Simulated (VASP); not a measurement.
Set up this calculation in VASP 6.6.1, as the native input.

| Item | Value |
| --- | --- |
| Task | single point |
| Functional | PBE |
| Potentials or basis | VASP PAW PBE potentials, release 64 (As) |
| Cutoff | 520 eV |
| k mesh | 9 × 9 × 9 |
| Occupations | gaussian, width 0.013 eV |
| Spin | no spin polarisation |
| Dipole correction | no |
| Further INCAR settings | ALGO = Normal; EDIFF = 1e-07; NBANDS = 12 |

The structure of As lies in POSCAR:

```
As
1.0
    1.8807968987      1.0858785957      3.5140619945
   -1.8807968987      1.0858785957      3.5140619945
    0.0000000000     -2.1717571915      3.5140619945
As
2
Direct
    0.2260000000      0.2260000000      0.2260000000
    0.7740000000      0.7740000000      0.7740000000
```

These files were run (other wordings do the same):

INCAR

```
SYSTEM = As
PREC = Accurate
ENCUT = 520
EDIFF = 1E-7
ISMEAR = 0
SIGMA = 0.013000000000000001
LREAL = .FALSE.
LASPH = .TRUE.
NELM = 100
ALGO = Normal
ISIF = 2
LWAVE = .FALSE.
LCHARG = .TRUE.
GGA = PE
LELF = .TRUE.
LVHAR = .TRUE.
NBANDS = 12
```

KPOINTS

```
Automatic mesh
0
G
  9 9 9
  0 0 0
```

Potentials or basis: VASP PAW PBE potentials, release 64 (As).

Run with:

```sh
$ cat potpaw_PBE.64/As/POTCAR > POTCAR
$ mpirun -np 1 vasp_std > vasp.out
```

It gave:

The pressure is 4.1 GPa, the largest force is 0.491 eV/Å and the band gap on the k mesh is zero (band 5 reaches 5.50 eV, above the bottom of band 6 at 5.39 eV).

Run time: 14 s on 1 thread of Intel(R) Xeon(R) 6975P-C (Granite Rapids), on a shared host, peak memory 0.18 GiB.
